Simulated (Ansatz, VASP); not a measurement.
**Bi: VASP beside Ansatz**

```
Bi
1.0
    -1.76107    2.05499    2.06234
     1.76107   -2.05499    2.06234
     1.76107    2.05499   -2.06234
Bi
1
Direct
  0.00000 0.00000 0.00000
```

Change from the starting cell: strain +e along x and -e along y -0.0750, strain +e along z and -e/2 along x and y +0.0525.

Alike in both runs: task single point; functional PBE; dispersion D3(BJ); k mesh 16 × 16 × 16; occupations gaussian, width 0.15 eV; no spin polarisation.

|  | VASP | Ansatz |
| --- | --- | --- |
| version | VASP 6.6.1 | Ansatz 0.2.0 |
| potentials or method | VASP PAW PBE potentials, release 64 (Bi_d), cutoff 520 eV | scalar-relativistic, plane waves, PAW |
| valence electrons in the cell | 15 | 15 |

```tsv
	VASP	Ansatz	Ansatz less VASP
gap on the k mesh at the Fermi level (eV)	none	none	-
pressure (GPa)	1.0	1.0	+0.04
traceless stress, the component that is largest in VASP (GPa)	0.35	0.36	+0.007
```

A gap of «none» marks a metal or a gap that the smearing closes.

Spin-orbit coupling is off throughout.
